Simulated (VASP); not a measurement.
# NaI (Fm-3m) in VASP: notebook

The runs below take NaI through electric field gradients, with PBE.

All numbers are computed with VASP 6.6.1; they aren't measurements. Logs are shortened: lines on timing, memory, paths and dates and some standing lists are left out, and cuts for length are marked.

## 1. The cell of the first run

Symmetry: Fm-3m, No. 225, cubic system. Conventional cell: a = 6.342 Å, b = 6.342 Å, c = 6.342 Å, α = 90.00°, β = 90.00°, γ = 90.00°. Within 4.2 Å of Na (site symmetry m-3m) lie 6 I at 3.17 Å. I (site symmetry m-3m) has 6 Na at 3.17 Å within 4.2 Å.

## 2. Electric field gradients, PBE (31.88 Å³/atom)

Input file INCAR:

```
SYSTEM = NaI
ALGO = Normal
EDIFF = 1E-8
ENCUT = 520
GGA = PE
ISIF = 2
ISMEAR = -1
LASPH = .True.
LCHARG = .False.
LEFG = .True.
LREAL = .False.
LWAVE = .False.
NBANDS = 14
NELM = 80
PREC = Accurate
SIGMA = 0.01
```

Input file KPOINTS:

```
k-points
0
Gamma
  7 7 7
  0 0 0
```

Input file POSCAR:

```
NaI
1.0
    0.0000000000      3.1708944983      3.1708944983
    3.1708944983      0.0000000000      3.1708944983
    3.1708944983      3.1708944983      0.0000000000
Na I
1 1
Direct
    0.0000000000      0.0000000000      0.0000000000
    0.5000000000      0.5000000000      0.5000000000
```

Potentials or basis: VASP PAW PBE potentials, release 64 (Na_pv, I).

Started as:

```sh
$ cat potpaw_PBE.64/Na_pv/POTCAR potpaw_PBE.64/I/POTCAR > POTCAR
$ mpirun -np 1 vasp_std > vasp.out
```

OUTCAR:

```text
SYSTEM = NaI
   EDIFF = 1E-8
   ENCUT = 520
   GGA = PE
   ISIF = 2
   ISMEAR = -1
   LASPH = .True.
   LREAL = .False.
   NELM = 80
   PREC = Accurate

 ion  position               nearest neighbor table
   1  0.000  0.000  0.000-   2 3.17   2 3.17   2 3.17   2 3.17   2 3.17   2 3.17
   2  0.500  0.500  0.500-   1 3.17   1 3.17   1 3.17   1 3.17   1 3.17   1 3.17

  LATTYP: Found a face centered cubic cell.
 ALAT       =     6.3417889966

  Lattice vectors:

 A1 = (   0.0000000000,   3.1708944983,   3.1708944983)
 A2 = (   3.1708944983,   0.0000000000,   3.1708944983)
 A3 = (   3.1708944983,   3.1708944983,   0.0000000000)

Analysis of symmetry for initial positions (statically):
=====================================================================
 Subroutine PRICEL returns:
 Original cell was already a primitive cell.

 Routine SETGRP: Setting up the symmetry group for a
 face centered cubic supercell.

 Subroutine GETGRP returns: Found 48 space group operations
 (whereof 48 operations were pure point group operations)
 out of a pool of 48 trial point group operations.

The static configuration has the point symmetry O_h .

Analysis of symmetry for dynamics (positions and initial velocities):
=====================================================================
 Subroutine PRICEL returns:
 Original cell was already a primitive cell.

 Routine SETGRP: Setting up the symmetry group for a
 face centered cubic supercell.

 Subroutine GETGRP returns: Found 48 space group operations
 (whereof 48 operations were pure point group operations)
 out of a pool of 48 trial point group operations.

The dynamic configuration has the point symmetry O_h .

 Subroutine INISYM returns: Found 48 space group operations
 (whereof 48 operations are pure point group operations),
 and found     1 'primitive' translations

----------------------------------------------------------------------------------------

                                     Primitive cell

  volume of cell :      63.7640

  direct lattice vectors                    reciprocal lattice vectors
     0.000000000  3.170894498  3.170894498    -0.157684212  0.157684212  0.157684212
     3.170894498  0.000000000  3.170894498     0.157684212 -0.157684212  0.157684212
     3.170894498  3.170894498  0.000000000     0.157684212  0.157684212 -0.157684212

  length of vectors
     4.484322004  4.484322004  4.484322004     0.273117067  0.273117067  0.273117067

  position of ions in fractional coordinates (direct lattice)
     0.000000000  0.000000000  0.000000000
     0.500000000  0.500000000  0.500000000

  ion indices of the primitive-cell ions
   primitive index   ion index
                 1           1
                 2           2

----------------------------------------------------------------------------------------

 KPOINTS: k-points

Automatic generation of k-mesh.
 Grid dimensions read from file:
 generate k-points for:    7    7    7

 Generating k-lattice:

  Cartesian coordinates                     Fractional coordinates (reciprocal lattice)
    -0.022526316  0.022526316  0.022526316     0.142857143  0.000000000  0.000000000
     0.022526316 -0.022526316  0.022526316     0.000000000  0.142857143  0.000000000
     0.022526316  0.022526316 -0.022526316     0.000000000  0.000000000  0.142857143

  Length of vectors
     0.039016724  0.039016724  0.039016724

  Shift w.r.t. Gamma in fractional coordinates (k-lattice)
     0.000000000  0.000000000  0.000000000

 Subroutine IBZKPT returns following result:
 ===========================================

 Found     20 irreducible k-points:

 Following reciprocal coordinates:
            Coordinates               Weight
  0.000000  0.000000  0.000000      1.000000
  0.142857  0.000000  0.000000      8.000000
  0.285714  0.000000  0.000000      8.000000
  0.428571  0.000000  0.000000      8.000000
  0.142857  0.142857  0.000000      6.000000
  0.285714  0.142857  0.000000     24.000000
[... 12 lines left out ...]
 -0.428571  0.428571  0.142857     24.000000
 -0.285714  0.428571  0.142857     24.000000
   k-points           NKPTS =     20   k-points in BZ     NKDIM =     20   number of bands    NBANDS=     14
   number of dos      NEDOS =    301   number of ions     NIONS =      2
   total plane-waves  NPLWV =  46656
   dimension x,y,z NGX =    36 NGY =   36 NGZ =   36
   dimension x,y,z NGXF=    72 NGYF=   72 NGZF=   72
   ions per type =               1   1
   NGX,Y,Z   is equivalent  to a cutoff of  13.35, 13.35, 13.35 a.u.
   NGXF,Y,Z  is equivalent  to a cutoff of  26.69, 26.69, 26.69 a.u.
 SYSTEM =  NaI
   PREC   = accura    normal or accurate (medium, high low for compatibility)
   ISTART =      0    job   : 0-new  1-cont  2-samecut
   ICHARG =      2    charge: 1-file 2-atom 10-const
   ISPIN  =      1    spin polarized calculation?
   LNONCOLLINEAR =      F non collinear calculations
   LSORBIT =      F    spin-orbit coupling
   LASPH  =      T    aspherical Exc in radial PAW
   ENCUT  =  520.0 eV  38.22 Ry    6.18 a.u.   8.34  8.34  8.34*2*pi/ulx,y,z
   NELM   =     80;   NELMIN=  2; NELMDL= -5     # of ELM steps
   EDIFF  = 0.1E-07   stopping-criterion for ELM
   LREAL  =      F    real-space projection
   EDIFFG = 0.1E-06   stopping-criterion for IOM
   NSW    =      0    number of steps for IOM
   IBRION =     -1    ionic relax: 0-MD 1-quasi-New 2-CG
   NFREE  =      0    steps in history (QN), initial steepest desc. (CG)
   ISIF   =      2    stress and relaxation
   ISYM   =      2    0-nonsym 1-usesym 2-fastsym
   POTIM  = 0.5000    time-step for ionic-motion
   TEBEG  =    0.0;   TEEND  =   0.0 temperature during run
   PSTRESS=    0.0 pullay stress
   NELECT =      14.0000    total number of electrons
   NUPDOWN=      -1.0000    fix difference up-down
   EMIN   =  10.00;   EMAX   =-10.00  energy-range for DOS
   EFERMI =   0.00;   METHOD = LEGACY
   ISMEAR =    -1;   SIGMA  =   0.01  broadening in eV -4-tet -1-fermi 0-gaus
   EFERMI_NEDOS =   21; number of points for ismear=-14 and -15
   IALGO  =     38    algorithm
   IMIX   =      4    mixing-type and parameters
     AMIX     =   0.40;   BMIX     =  1.00
     AMIX_MAG =   1.60;   BMIX_MAG =  1.00
  volume/ion in A,a.u.               =      31.88       215.15
  Fermi-wavevector in a.u.,A,eV,Ry     =   0.987626  1.866342 13.271184  0.975405
  Thomas-Fermi vector in A             =   2.119093
   LORBIT       =      0    0 simple, 1 ext, 2 COOP (PROOUT), +10 PAW based schemes
   GGA     = PE    functional components
   LHFCALC =     F    Hartree Fock is set to
   AEXX    =    0.0000 exact exchange contribution
   IVDW    =     0    specifies the selected vdW correction
   LEPSILON=     F    determine dielectric tensor
   LRPA    =     F    only Hartree local field effects (RPA)
 non-spin polarized calculation
  energy-cutoff  :      520.00
  volume of cell :       63.76
 maximum number of plane-waves:      1759
 NGX is ok and might be reduce to    36
   NGX = 17   NGY = 17   NGZ = 17

 number of electron      14.0000005 magnetization

 Free energy of the ion-electron system (eV)
  ---------------------------------------------------
  ext. energy  EPLUGINS =         0.00000000
  ---------------------------------------------------
  free energy    TOTEN  =        -5.35958835 eV

  energy without entropy =       -5.35958835  energy(sigma->0) =       -5.35958835

 E-fermi :   1.4955     XC(G=0):  -7.9544

 val. band max:        1.2507943473   @ k =   0.0000   0.0000   0.0000
 cond. band min:       5.0639942290   @ k =   0.0000   0.0000   0.0000
 fundamental gap:      3.8131998817
 Fermi energy:         1.4955400350

 k-point     1 :       0.0000    0.0000    0.0000
  band No.  band energies     occupation
      1     -21.1254      2.00000
      2     -21.1254      2.00000
      3     -21.1254      2.00000
      4      -9.9345      2.00000
      5       1.2508      2.00000
      6       1.2508      2.00000
      7       1.2508      2.00000
      8       5.0640      0.00000
      9       9.1758      0.00000
     10       9.1758      0.00000
     11       9.1758      0.00000
     12      11.0979      0.00000
     13      11.0979      0.00000
     14      11.7222      0.00000
[... 309 lines left out ...]
      1     -21.1295      2.00000
      2     -21.1295      2.00000
      3     -21.1273      2.00000
      4      -9.4634      2.00000
      5      -0.4054      2.00000
      6      -0.3368      2.00000
      7       0.4034      2.00000
      8       7.0651      0.00000
      9       8.3617      0.00000
     10       9.3112      0.00000
     11       9.7000      0.00000
     12      12.5071      0.00000
     13      13.0636      0.00000
     14      15.2786      0.00000

------------------------ aborting loop because EDIFF is reached ----------------------------------------

  FORCE on cell =-STRESS in cart. coord.  units (eV):
  Direction    XX          YY          ZZ          XY          YZ          ZX
  --------------------------------------------------------------------------------------
  -------------------------------------------------------------------------------------
  Total        0.6540704      0.6540704      0.6540704      0.0000000      0.0000000     -0.0000000
  in kB       16.4346216     16.4346216     16.4346216      0.0000000      0.0000000     -0.0000000
  external PRESSURE =      16.4346216 kB  Pullay stress =       0.0000000 kB

 VOLUME and BASIS-vectors are now :
 -----------------------------------------------------------------------------
  energy-cutoff  :      520.00
  volume of cell :       63.76
      direct lattice vectors                 reciprocal lattice vectors
     0.000000000  3.170894498  3.170894498    -0.157684212  0.157684212  0.157684212
     3.170894498  0.000000000  3.170894498     0.157684212 -0.157684212  0.157684212
     3.170894498  3.170894498  0.000000000     0.157684212  0.157684212 -0.157684212

 POSITION                                       TOTAL-FORCE (eV/Angst)
 -----------------------------------------------------------------------------------
      0.00000      0.00000      0.00000        -0.000000      0.000000     -0.000000
      3.17089      3.17089      3.17089         0.000000     -0.000000      0.000000
 -----------------------------------------------------------------------------------
    total drift:                                0.000000      0.000000      0.000000

  FREE ENERGIE OF THE ION-ELECTRON SYSTEM (eV)
  ---------------------------------------------------
  free  energy   TOTEN  =        -5.3595883486 eV

  energy  without entropy=       -5.3595883486  energy(sigma->0) =       -5.35958835

 Electric field gradients (V/A^2)
---------------------------------------------------------------------
 ion       V_xx      V_yy      V_zz      V_xy      V_xz      V_yz
---------------------------------------------------------------------
   1       0.000     0.000    -0.000     0.003     0.003     0.003
   2      -0.000    -0.000    -0.000     0.000     0.000     0.000
---------------------------------------------------------------------

 Electric field gradients after diagonalization (V/A^2)
 (convention: |V_zz| > |V_xx| > |V_yy|)
----------------------------------------------------------------------
 ion       V_xx      V_yy      V_zz     asymmetry (V_yy - V_xx)/ V_zz
----------------------------------------------------------------------
   1      -0.003    -0.003     0.005       0.000
   2      -0.000    -0.000     0.000       0.000
----------------------------------------------------------------------

           NMR quadrupolar parameters

 Cq : quadrupolar parameter    Cq=e*Q*V_zz/h
 eta: asymmetry parameters     (V_yy - V_xx)/ V_zz
 Q  : nuclear electric quadrupole moment in mb (millibarn)
----------------------------------------------------------------------
 ion       Cq(MHz)       eta       Q (mb)
----------------------------------------------------------------------
   1       0.000       0.000       1.000
   2       0.000       0.000       1.000
----------------------------------------------------------------------
```

Wall time 33 s (1 thread of Intel Xeon 8259CL, shared host); peak memory 0.2 GiB.

What came out:

```yaml
Free_energy: -5.3596 eV
Pressure: 1.6 GPa
Band_gap_on_the_k_mesh: 3.81 eV
Largest_electric_field_gradient_by_atom: zero within the noise of the run
```

Caveat: spin-orbit coupling is left out, which moves the levels of the heavy elements.

## 3. Electric field gradients, PBE

This run uses another cell than the first one, of 33.90 Å³/atom.

Input file INCAR:

```
PREC = Accurate ; ENCUT = 520
EDIFF = 1E-8 ; ISMEAR = -1
SIGMA = 0.01 ; LREAL = False
LASPH = True ; NELM = 80
ALGO = Normal ; ISIF = 2
LWAVE = False ; LCHARG = False
GGA = PE ; LEFG = True
NBANDS = 14
```

Input file KPOINTS:

```
Automatic mesh
0
Gamma
  7 7 7
```

Input file POSCAR:

```
NaI
1.0
    0.0000000000      3.2364000000      3.2364000000
    3.2364000000      0.0000000000      3.2364000000
    3.2364000000      3.2364000000      0.0000000000
Na I
1 1
Direct
    0.0000000000      0.0000000000      0.0000000000
    0.5000000000      0.5000000000      0.5000000000
```

Potentials or basis: VASP PAW PBE potentials, release 64 (Na_pv, I).

Started as:

```sh
$ cat potpaw_PBE.64/Na_pv/POTCAR potpaw_PBE.64/I/POTCAR > POTCAR
$ mpirun -np 1 vasp_std > vasp.out
```

OUTCAR:

```text
PREC = Accurate
   ENCUT = 520
   EDIFF = 1E-8
   ISMEAR = -1
   LREAL = False
   LASPH = True
   NELM = 80
   ISIF = 2
   GGA = PE

 ion  position               nearest neighbor table
   1  0.000  0.000  0.000-
   2  0.500  0.500  0.500-

  LATTYP: Found a face centered cubic cell.
 ALAT       =     6.4728000000

  Lattice vectors:

 A1 = (   0.0000000000,   3.2364000000,   3.2364000000)
 A2 = (   3.2364000000,   0.0000000000,   3.2364000000)
 A3 = (   3.2364000000,   3.2364000000,   0.0000000000)

Analysis of symmetry for initial positions (statically):
=====================================================================
 Subroutine PRICEL returns:
 Original cell was already a primitive cell.

 Routine SETGRP: Setting up the symmetry group for a
 face centered cubic supercell.

 Subroutine GETGRP returns: Found 48 space group operations
 (whereof 48 operations were pure point group operations)
 out of a pool of 48 trial point group operations.

The static configuration has the point symmetry O_h .

Analysis of symmetry for dynamics (positions and initial velocities):
=====================================================================
 Subroutine PRICEL returns:
 Original cell was already a primitive cell.

 Routine SETGRP: Setting up the symmetry group for a
 face centered cubic supercell.

 Subroutine GETGRP returns: Found 48 space group operations
 (whereof 48 operations were pure point group operations)
 out of a pool of 48 trial point group operations.

The dynamic configuration has the point symmetry O_h .

[... 474 lines left out ...]
      2     -21.6352      2.00000
      3     -21.6337      2.00000
      4      -9.8184      2.00000
      5      -0.6785      2.00000
      6      -0.6182      2.00000
      7       0.0521      2.00000
      8       6.5222      0.00000
      9       7.8246      0.00000
     10       8.7432      0.00000
     11       9.1065      0.00000
     12      11.7616      0.00000
     13      12.3821      0.00000
     14      14.4095      0.00000

------------------------ aborting loop because EDIFF is reached ----------------------------------------

  FORCE on cell =-STRESS in cart. coord.  units (eV):
  Direction    XX          YY          ZZ          XY          YZ          ZX
  --------------------------------------------------------------------------------------
  -------------------------------------------------------------------------------------
  Total        0.1825579      0.1825579      0.1825579      0.0000000      0.0000000      0.0000000
  in kB        4.3141436      4.3141436      4.3141436      0.0000000      0.0000000      0.0000000
  external PRESSURE =       4.3141436 kB  Pullay stress =       0.0000000 kB

 VOLUME and BASIS-vectors are now :
 -----------------------------------------------------------------------------
  energy-cutoff  :      520.00
  volume of cell :       67.80
      direct lattice vectors                 reciprocal lattice vectors
     0.000000000  3.236400000  3.236400000    -0.154492646  0.154492646  0.154492646
     3.236400000  0.000000000  3.236400000     0.154492646 -0.154492646  0.154492646
     3.236400000  3.236400000  0.000000000     0.154492646  0.154492646 -0.154492646

 POSITION                                       TOTAL-FORCE (eV/Angst)
 -----------------------------------------------------------------------------------
      0.00000      0.00000      0.00000        -0.000000     -0.000000      0.000000
      3.23640      3.23640      3.23640         0.000000      0.000000     -0.000000
 -----------------------------------------------------------------------------------
    total drift:                                0.000000      0.000000      0.000000

  FREE ENERGIE OF THE ION-ELECTRON SYSTEM (eV)
  ---------------------------------------------------
  free  energy   TOTEN  =        -5.3850540946 eV

  energy  without entropy=       -5.3850540946  energy(sigma->0) =       -5.38505409

 Electric field gradients (V/A^2)
---------------------------------------------------------------------
 ion       V_xx      V_yy      V_zz      V_xy      V_xz      V_yz
---------------------------------------------------------------------
   1       0.000    -0.000     0.000     0.003     0.003     0.003
   2      -0.000     0.000    -0.000    -0.000    -0.000    -0.000
---------------------------------------------------------------------

 Electric field gradients after diagonalization (V/A^2)
 (convention: |V_zz| > |V_xx| > |V_yy|)
----------------------------------------------------------------------
 ion       V_xx      V_yy      V_zz     asymmetry (V_yy - V_xx)/ V_zz
----------------------------------------------------------------------
   1      -0.003    -0.003     0.007       0.000
   2       0.000     0.000    -0.001       0.000
----------------------------------------------------------------------

           NMR quadrupolar parameters

 Cq : quadrupolar parameter    Cq=e*Q*V_zz/h
 eta: asymmetry parameters     (V_yy - V_xx)/ V_zz
 Q  : nuclear electric quadrupole moment in mb (millibarn)
----------------------------------------------------------------------
 ion       Cq(MHz)       eta       Q (mb)
----------------------------------------------------------------------
   1       0.000       0.000       1.000
   2      -0.000       0.000       1.000
----------------------------------------------------------------------
```

OSZICAR:

```text
N       E                     dE             d eps       ncg     rms          rms(c)
DAV:   1     0.835583675234E+02    0.83558E+02   -0.66232E+03   560   0.886E+02
DAV:   2     0.115353435589E+01   -0.82405E+02   -0.76739E+02   596   0.223E+02
DAV:   3    -0.529313694082E+01   -0.64467E+01   -0.63952E+01   752   0.606E+01
DAV:   4    -0.544884924916E+01   -0.15571E+00   -0.15568E+00   698   0.959E+00
DAV:   5    -0.545266946924E+01   -0.38202E-02   -0.38202E-02   752   0.150E+00    0.163E+00
DAV:   6    -0.539163310809E+01    0.61036E-01   -0.70862E-02   656   0.155E+00    0.110E+00
DAV:   7    -0.538300498393E+01    0.86281E-02   -0.64864E-02   728   0.131E+00    0.607E-01
DAV:   8    -0.538507443494E+01   -0.20695E-02   -0.53336E-03   644   0.576E-01    0.175E-01
DAV:   9    -0.538503928356E+01    0.35151E-04   -0.20583E-04   662   0.124E-01    0.396E-02
DAV:  10    -0.538505280130E+01   -0.13518E-04   -0.35490E-05   668   0.602E-02    0.103E-02
DAV:  11    -0.538505372112E+01   -0.91982E-06   -0.40551E-06   722   0.193E-02    0.188E-03
DAV:  12    -0.538505405693E+01   -0.33581E-06   -0.56739E-07   620   0.515E-03    0.103E-03
DAV:  13    -0.538505408966E+01   -0.32734E-07   -0.10337E-08   734   0.906E-04    0.377E-04
DAV:  14    -0.538505409464E+01   -0.49829E-08   -0.10388E-08   638   0.617E-04
   1 F= -.53850541E+01 E0= -.53850541E+01  d E =-.395412E-13
```

stdout:

```text
POSCAR found type information on POSCAR NaI
 POSCAR found :  2 types and       2 ions
 scaLAPACK will be used
 LDA part: xc-table for (Slater+PW92), standard interpolation
 POSCAR, INCAR and KPOINTS ok, starting setup
 FFT: planning ... GRIDC
 FFT: planning ... GRID_SOFT
 FFT: planning ... GRID
 WAVECAR not read
 entering main loop
ion   1

ion   2
```

It took 37 s on 1 thread of Intel Xeon 8259CL, shared host; peak memory 0.21 GiB.

Results:

| Property | Result |
| --- | --- |
| Free energy | -5.3851 eV |
| Pressure | 0.4 GPa |
| Band gap on the k mesh | 3.64 eV |
| Largest electric field gradient by atom | zero within the noise of the run |

Caveat: spin-orbit coupling is left out, which moves the levels of the heavy elements. A hybrid or GW would open this gap; PBE tends to underestimate it.

(Continued in part 2 of 2.)
